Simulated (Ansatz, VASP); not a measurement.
**Zr in VASP and in Ansatz**

```
Zr
1.0
    -1.79225    1.79225    1.79225
     1.79225   -1.79225    1.79225
     1.79225    1.79225   -1.79225
Zr
1
Cartesian
  0.0000 0.0000 0.0000
```

Alike in both runs: functional r2SCAN; k mesh 12 × 12 × 12; occupations fermi-dirac, width 0.1 eV; no spin polarisation.

Ansatz relaxed the structure, and its values are those at the end. VASP's run is a single point on that final structure, the one shown.

|  | VASP | Ansatz |
| --- | --- | --- |
| version | VASP 6.6.1 | Ansatz 0.2.0 |
| potentials or method | VASP PAW PBE potentials, release 64 (Zr_sv), cutoff 520 eV | plane waves (500 eV) with PAW, scalar-relativistic |
| valence electrons in the cell | 12 | 12 |

```tsv
	VASP	Ansatz	Ansatz less VASP
pressure (GPa)	0.0	0.0	-0.02
```

VASP's potentials were made for PBE, not for r2SCAN. The functional is the same, so the differences come from potentials, cutoffs and numerics.
